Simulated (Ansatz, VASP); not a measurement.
# Two plane-wave programs on Na

Contents of POSCAR:

```
Na
1.0
   -2.1410000000      2.1410000000      2.1410000000
    2.1410000000     -2.1410000000      2.1410000000
    2.1410000000      2.1410000000     -2.1410000000
Na
1
Direct
    0.0000000000      0.0000000000      0.0000000000
```

INCAR.step1

```
ALGO = Normal
EDIFF = 1E-4
ENCUT = 600
GGA = PE
ISMEAR = -1
LASPH = T
LCHARG = F
LREAL = F
LWAVE = T
NELM = 60
PREC = Accurate
SIGMA = 0.1
```

The input INCAR.step2:

```
ALGO = Normal
EDIFF = 1E-6
EDIFFG = -0.002
ENCUT = 600
IBRION = 2
ISIF = 3
ISMEAR = -1
ISTART = 1
LASPH = T
LCHARG = F
LMIXTAU = T
LREAL = F
LWAVE = F
METAGGA = R2SCAN
NELM = 60
NSW = 100
PREC = Accurate
SIGMA = 0.1
```

Contents of KPOINTS:

```
k-points
0
Gamma
  10 10 10
```

Input for Ansatz:

```yaml
crystal:
  lattice:
    - [-2.141, 2.141, 2.141]
    - [2.141, -2.141, 2.141]
    - [2.141, 2.141, -2.141]
  atoms:
    - { symbol: Na, position: [0.0, 0.0, 0.0] }
kpoints:
  mp_grid: { grid: [10, 10, 10] }
scf:
  occupations: { method: fermi_dirac, width: 0.1 }
hamiltonian:
  xc: r2scan
  pseudopotentials: { kind: paw }
relax:
  f_tol: 0.002
  max_steps: 80
  cell: {}
output:
  forces: true
  stress: true
  write_density: true
  write_potential: true
  elf: true
  volumetric_format: npy
```

Alike in both runs: task relaxation of cell and atoms; functional r2SCAN; k mesh 10 × 10 × 10; occupations fermi-dirac, width 0.1 eV; no spin polarisation.

```csv
,VASP,Ansatz
version,VASP 6.6.1,Ansatz 0.2.0
potentials or method,"VASP PAW PBE potentials, release 64 (Na_pv)","PAW with Ansatz's default frozen-core files, scalar-relativistic"
plane-wave cutoff (eV),600,500
valence electrons in the cell,7,9
```

|  | VASP | Ansatz | Ansatz less VASP |
| --- | --- | --- | --- |
| relaxed volume (Å³/atom) | 38.06 | 37.75 | -0.308 |
| relaxed length of the cell vector where the two differ most in proportion (Å) | 3.670 | 3.660 | -0.0099 |

VASP's potentials were made for PBE, not for r2SCAN. VASP's potentials hold 7 valence electrons a cell and Ansatz's 9, so a difference there can come from the potentials and not from the codes.
